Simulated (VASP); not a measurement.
H, 4 atoms in the cell. The typed cell holds 4 atoms: a = 3.670 Å, b = 3.670 Å, c = 4.142 Å, α = 90.00°, β = 90.00°, γ = 88.75°.  This cell differs from its parent crystal: atom 1 (H) moved by (-0.150, +0.300) A along x and z.

| Quantity | Value |
| --- | --- |
| Program | VASP 6.6.1 |
| Task | single point |
| Functional | LDA |
| Potentials or basis | VASP PAW LDA potentials, release 64 (H) |
| Cutoff | 520 eV |
| k mesh | 6 × 6 × 6 |
| Occupations | gaussian, width 0.05 eV |
| Spin | no spin polarisation |
| Dipole correction | no |
| Further INCAR settings | ALGO = Normal; EDIFF = 1e-06; NBANDS = 10 |

Potentials or basis: VASP PAW LDA potentials, release 64 (H).

Command:

```console
$ cat potpaw_LDA.64/H/POTCAR > POTCAR
$ mpirun -np 1 vasp_std > vasp.out
```

Hardware: 1 thread of Intel(R) Xeon(R) Platinum 8488C (Sapphire Rapids), with other jobs on the host.

Question: Estimate the wall time of this run.

Answer: It took 41 s on 1 thread of Intel(R) Xeon(R) Platinum 8488C (Sapphire Rapids) (shared host), peak memory 0.16 GiB. Counts: scf iterations 12, k points 112.
